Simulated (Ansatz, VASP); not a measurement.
**Two plane-wave programs on Ga**

File INCAR:

```
PREC = Accurate
ENCUT = 520
EDIFF = 1E-7
ISMEAR = 0
SIGMA = 0.15
LREAL = False
LASPH = True
NELM = 60
ALGO = Fast
ISIF = 2
LWAVE = False
LCHARG = True
GGA = PS
LELF = True
LVHAR = True
NBANDS = 20
```

KPOINTS

```
regular mesh
0
Gamma
  18 18 16
```

Contents of POSCAR:

```
Ga
1.0
    1.4790000000     -4.1463000000      0.0000000000
    1.4790000000      4.1463000000      0.0000000000
    0.0000000000      0.0000000000      3.1700000000
Ga
2
Direct
    0.8670000000      0.1330000000      0.2500000000
    0.1330000000      0.8670000000      0.7500000000
```

Input for Ansatz:

```yaml
crystal:
  lattice:
    - [1.479, -4.1463, 0.0]
    - [1.479, 4.1463, 0.0]
    - [0.0, 0.0, 3.17]
  atoms:
    - { symbol: Ga, position: [0.867, 0.133, 0.25] }
    - { symbol: Ga, position: [0.133, 0.867, 0.75] }
basis:
  ecutwfc: 420
kpoints:
  mp_grid: { grid: [18, 18, 16] }
hamiltonian:
  xc: pbesol
scf:
  occupations: { method: gaussian, width: 0.15 }
output:
  forces: true
  stress: true
  eigenvalues: true
```

Change from the starting cell: strain +0.0200 x Voigt [1, 1, 0, 0, 0, 0], atoms carried along.

Alike in both runs: task single point; functional PBEsol; k mesh 18 × 18 × 16; occupations gaussian, width 0.15 eV; no spin polarisation.

|  | VASP | Ansatz |
| --- | --- | --- |
| version | VASP 6.6.1 | Ansatz 0.2.0 |
| potentials or method | VASP PAW PBE potentials, release 64 (Ga_d), cutoff 520 eV | scalar-relativistic, plane waves, PAW |
| valence electrons in the cell | 26 | 26 |

```csv
,VASP,Ansatz,Ansatz less VASP
gap on the k mesh at the Fermi level (eV),none,none,-
pressure (GPa),-3.5,-3.6,-0.09
"traceless stress, the component that is largest in VASP (GPa)",-1.91,-1.91,+0.001
rms of the force components (eV/Å),0.105,0.105,-0.0002
```

VASP's potentials were made for PBE, not for PBEsol. Atom by atom the forces differ by 0.000 eV/Å (rms over components). A gap of «none» marks a metal or a gap that the smearing closes.
